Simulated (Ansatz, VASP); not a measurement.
## Cd5HgO6 in VASP and in Ansatz

```
CELL_PARAMETERS angstrom
2.38977 -7.24827 0.00000
2.38977 7.24827 0.00000
0.00000 0.00000 4.77566
ATOMIC_POSITIONS crystal
Cd 0.83197 0.16803 0.00000
Cd 0.16803 0.83197 0.00000
Cd 0.50000 0.50000 0.00000
Cd 0.33374 0.66626 0.50000
Cd 0.66626 0.33374 0.50000
Hg 0.00000 0.00000 0.50000
O 0.17169 0.82831 0.50000
O 0.50000 0.50000 0.50000
O 0.82831 0.17169 0.50000
O 0.66473 0.33527 0.00000
O 0.00000 0.00000 0.00000
O 0.33527 0.66473 0.00000
```

Alike in both runs: task single point; functional PBE; k mesh 4 × 4 × 4; occupations gaussian, width 0.1 eV; no spin polarisation.

|  | VASP | Ansatz |
| --- | --- | --- |
| version | VASP 6.6.1 | Ansatz 0.2.0 |
| potentials or method | VASP PAW PBE potentials, release 64 (Cd, Hg, O), cutoff 520 eV | scalar-relativistic, plane waves, PAW |
| valence electrons in the cell | 108 | 156 |

Ansatz gave:

```
gap on the k mesh at the Fermi level (eV)                     : none
pressure (GPa)                                                : 0.0
traceless stress, the component that is largest in VASP (GPa) : 0.14
rms of the force components (eV/Å)                            : 0.003
```

Problem. What did VASP give for the same quantities?

Solution. gap on the k mesh at the Fermi level (eV): none; pressure (GPa): 1.1; traceless stress, the component that is largest in VASP (GPa): 0.07; rms of the force components (eV/Å): 0.002.

Atom by atom the forces differ by 0.005 eV/Å (rms over components). A gap of «none» marks a metal or a gap that the smearing closes. VASP's potentials hold 108 valence electrons a cell and Ansatz's 156, so a difference there can come from the potentials and not from the codes.

Neither program's run includes spin-orbit coupling.
